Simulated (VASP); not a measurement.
Wanted: the native input for a VASP 6.6.1 run.

```yaml
Task: single point
Functional: LDA
Potentials_or_basis: VASP PAW LDA potentials, release 64 (Mg)
Cutoff: 520 eV
k_mesh: 15 × 15 × 8
Occupations: gaussian, width 0.1 eV
Spin: no spin polarisation
Dipole_correction: no
Further_INCAR_settings: ALGO = Fast; EDIFF = 1e-06; NBANDS = 9
```

The structure of Mg lies in POSCAR:

```
Mg
1.0
    3.2093000000      0.0000000000      0.0000000000
   -1.6046500000      2.7793353300      0.0000000000
    0.0000000000      0.0000000000      5.2103000000
Mg
2
Direct
    0.3333333300      0.6666666700      0.2500000000
    0.6666666700      0.3333333300      0.7500000000
```

One way to write it, as run:

INCAR

```
SYSTEM = Mg
ALGO = Fast ; EDIFF = 1E-6
ENCUT = 520 ; GGA = CA
ISIF = 2 ; ISMEAR = 0
LASPH = .TRUE. ; LCHARG = .FALSE.
LREAL = .FALSE. ; LWAVE = .FALSE.
NBANDS = 9 ; NELM = 100
PREC = Accurate ; SIGMA = 0.1
```

KPOINTS

```
k-points
0
G
  15 15 8
  0 0 0
```

Potentials or basis: VASP PAW LDA potentials, release 64 (Mg).

Run with:

```sh
$ cat potpaw_LDA.64/Mg/POTCAR > POTCAR
$ mpirun -np 1 vasp_std > vasp.out
```

It gave:

```yaml
Pressure: -2.8 GPa
Band_gap_on_the_k_mesh: zero (bands 2 and 3 overlap by 2.21 eV)
```

It took 11 s on 1 thread of Intel(R) Xeon(R) 6975P-C (Granite Rapids), with other jobs on the host, peak memory 0.17 GiB.
